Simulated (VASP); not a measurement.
Crystal: Os.

```
Os
1.0
     2.73410    0.00000    0.00000
    -1.36705    2.36780    0.00000
     0.00000    0.00000    4.31970
Os
2
Cartesian
  1.3671 0.7893 3.2398
  0.0000 1.5785 1.0799
```

| Property | Result |
| --- | --- |
| Program | VASP 6.6.1 |
| Task | relaxation of cell and atoms |
| Functional | BLYP |
| Dispersion | D3(BJ) |
| Potentials or basis | VASP PAW PBE potentials, release 64 (Os) |
| Cutoff | 600 eV |
| k mesh | 11 × 11 × 6 |
| Occupations | fermi-dirac, width 0.05 eV |
| Spin | no spin polarisation |

At the start: pressure 10.9 GPa; volume 13.98 Å³/atom.

Task: Where does the relaxation end?

Result: Over 9 steps the energy falls by 12.0 meV/atom and the volume is 14.34 Å³/atom (+2.6 %); space group P6_3/mmc (No. 194, to 0.05 Å).

Step by step:
```csv
step,energy change (eV),largest force (eV/Å),pressure (GPa),volume (Å³)
1,0.0000,0.0000,10.89,27.96
2,0.3575,0.0000,-33.12,31.99
3,-0.0239,0.0000,-0.55,28.73
4,-0.0240,0.0000,0.00,28.69
5,-0.0239,0.0000,0.20,28.68
6,-0.0240,0.0000,0.17,28.68
7,-0.0240,0.0000,0.20,28.68
8,-0.0239,0.0000,-0.57,28.73
9,-0.0240,0.0000,0.01,28.69
```

Final structure:
```yaml
crystal:
  lattice:
    - [2.75788, 0.00000, 0.00000]
    - [-1.37894, 2.38839, 0.00000]
    - [0.00000, 0.00000, 4.35557]
  atoms:
    - { symbol: Os, position: [0.66667, 0.33333, 0.75000] }
    - { symbol: Os, position: [0.33333, 0.66667, 0.25000] }
```

Caveat: the PAW data sets were made with another functional, which shifts forces and pressure a little; pairwise dispersion overbinds metals, which lowers pressure and volume.
